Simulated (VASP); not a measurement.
A run of VASP 6.6.1 is set up as follows.

File INCAR:

```
SYSTEM = Sb3Se
PREC     = Accurate       ! precision mode
ENCUT    = 600            ! plane-wave cutoff, eV
EDIFF    = 1E-6           ! SCF threshold, eV
ISMEAR   = 0              ! smearing method
SIGMA    = 0.1            ! smearing width, eV
LREAL    = .FALSE.        ! projectors in reciprocal space
LASPH    = .TRUE.         ! aspherical terms in the spheres
NELM     = 100            ! most SCF steps
ALGO     = Normal         ! electronic algorithm
ISIF     = 3              ! what is computed and relaxed
LWAVE    = .FALSE.        ! write WAVECAR
LCHARG   = .FALSE.        ! write CHGCAR
GGA      = PE             ! functional
IBRION   = 2              ! ionic algorithm
NSW      = 100            ! ionic steps
EDIFFG   = -0.01          ! ionic threshold
```

File KPOINTS:

```
Automatic mesh
0
G
  12 12 12
  0 0 0
```

Contents of POSCAR:

```
Sb3Se
1.0
    0.0000000000      3.7227699746      3.7227699746
    3.7227699746      0.0000000000      3.7227699746
    3.7227699746      3.7227699746      0.0000000000
Sb Se
3 1
Direct
    0.5000000000      0.5000000000      0.5000000000
    0.7500000000      0.7500000000      0.7500000000
    0.2500000000      0.2500000000      0.2500000000
    0.0000000000      0.0000000000      0.0000000000
```

Potentials or basis: VASP PAW PBE potentials, release 64 (Sb, Se).

Launch:

```sh
$ cat potpaw_PBE.64/Sb/POTCAR potpaw_PBE.64/Se/POTCAR > POTCAR
$ mpirun -np 1 vasp_std > vasp.out
```

Task: What does it give for the relaxed volume?

Result: 25.47 Å³/atom.

Task: Predict the relaxed cell.

Result: a = 5.243 Å, b = 5.243 Å, c = 5.243 Å, α = 60.00°, β = 60.00°, γ = 60.00°.

Final structure:
```
CELL_PARAMETERS angstrom
0.00000 3.70710 3.70710
3.70710 0.00000 3.70710
3.70710 3.70710 0.00000
ATOMIC_POSITIONS crystal
Sb 0.50000 0.50000 0.50000
Sb 0.75000 0.75000 0.75000
Sb 0.25000 0.25000 0.25000
Se 0.00000 0.00000 0.00000
```

Caveat: an odd number of electrons without spin polarisation forces a metal; a magnetic or distorted state may lie lower.
